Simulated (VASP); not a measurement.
A run of VASP 6.6.1:

The input INCAR:

```
SYSTEM = Cr
PREC = Accurate
ENCUT = 520
EDIFF = 1E-6
ISMEAR = -1
SIGMA = 0.05
LREAL = .False.
LASPH = .True.
NELM = 150
ALGO = Normal
ISIF = 2
LWAVE = .False.
LCHARG = .True.
ISPIN = 2
MAGMOM = 3 3
LORBIT = 11
LMAXMIX = 4
GGA = PS
LELF = .True.
LVHAR = .True.
NBANDS = 23
```

KPOINTS

```
Automatic mesh
0
Gamma
  11 11 6
  0 0 0
```

POSCAR

```
Cr
1.0
    2.7672292001      0.0000000000      0.0000000000
   -1.3836146000      2.3964907854      0.0000000000
    0.0000000000      0.0000000000      4.4964925469
Cr
2
Direct
    0.6666666667      0.3333333333      0.7500000000
    0.3333333333      0.6666666667      0.2500000000
```

Potentials or basis: VASP PAW PBE potentials, release 64 (Cr_pv).

Launch:

```console
$ cat potpaw_PBE.64/Cr_pv/POTCAR > POTCAR
$ mpirun -np 1 vasp_std > vasp.out
```

Hardware: 1 thread of Intel Xeon 8259CL (shared host).

Task: Estimate the wall time of this run.

Result: Wall time 110 s on 1 thread of Intel Xeon 8259CL, with other jobs on the host, peak memory 0.21 GiB. Counts: scf iterations 16, k points 64.
